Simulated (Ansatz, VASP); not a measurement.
## HfO2 in VASP and in Ansatz

```
Hf O
1.0
     0.00000    2.52230    2.52230
     2.52230    0.00000    2.52230
     2.52230    2.52230    0.00000
Hf O
1 2
Direct
  0.00000 0.00000 0.00000
  0.25000 0.25000 0.25000
  0.75000 0.75000 0.75000
```

Alike in both runs: functional PBEsol; k mesh 8 × 8 × 8; occupations gaussian, width 0.02 eV; no spin polarisation.

Ansatz relaxed the structure, and its values are those at the end. VASP's run is a single point on that final structure, the one shown.

|  | VASP | Ansatz |
| --- | --- | --- |
| version | VASP 6.6.1 | Ansatz 0.2.0 |
| potentials or method | VASP PAW PBE potentials, release 64 (Hf_pv, O), cutoff 600 eV | scalar-relativistic, plane waves, PAW |
| valence electrons in the cell | 22 | 38 |

Ansatz gave:

```
gap on the k mesh at the Fermi level (eV) : 3.69
least direct gap on the mesh (eV)         : 3.69
pressure (GPa)                            : 0.0
```

Task: What did VASP give for the same quantities?

Result: gap on the k mesh at the Fermi level (eV): 3.71; least direct gap on the mesh (eV): 3.71; pressure (GPa): -4.0.

VASP's potentials were made for PBE, not for PBEsol, and Ansatz warns of the same on its side. One of these differences is far larger than is usual between the two programs; its cause wasn't traced. VASP's potentials hold 22 valence electrons a cell and Ansatz's 38, so a difference there can come from the potentials and not from the codes.

Spin-orbit coupling is off throughout.
